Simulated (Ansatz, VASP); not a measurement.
SnO: VASP beside Ansatz

```xyz
2
Lattice="3.1034 0.0000 0.0000 0.0000 3.1034 0.0000 0.0000 0.0000 3.0060" Properties=species:S:1:pos:R:3 pbc="T T T"
Sn    0.0000    0.0000    0.0000
O     1.5517    1.5517    1.5030
```

Change from the starting cell: uniaxial_z strain -3.1%.

Alike in both runs: task single point; functional r2SCAN; k mesh 8 × 8 × 8; occupations fermi-dirac, width 0.02 eV; no spin polarisation.

|  | VASP | Ansatz |
| --- | --- | --- |
| version | VASP 6.6.1 | Ansatz 0.2.0 |
| potentials or method | VASP PAW PBE potentials, release 64 (Sn_d, O) | plane waves, PAW |
| plane-wave cutoff (eV) | 520 | 500 |
| valence electrons in the cell | 20 | 20 |

```tsv
	VASP	Ansatz	Ansatz less VASP
pressure (GPa)	3.9	3.7	-0.18
traceless stress, the component that is largest in VASP (GPa)	2.21	2.20	-0.013
```

VASP's potentials were made for PBE, not for r2SCAN.
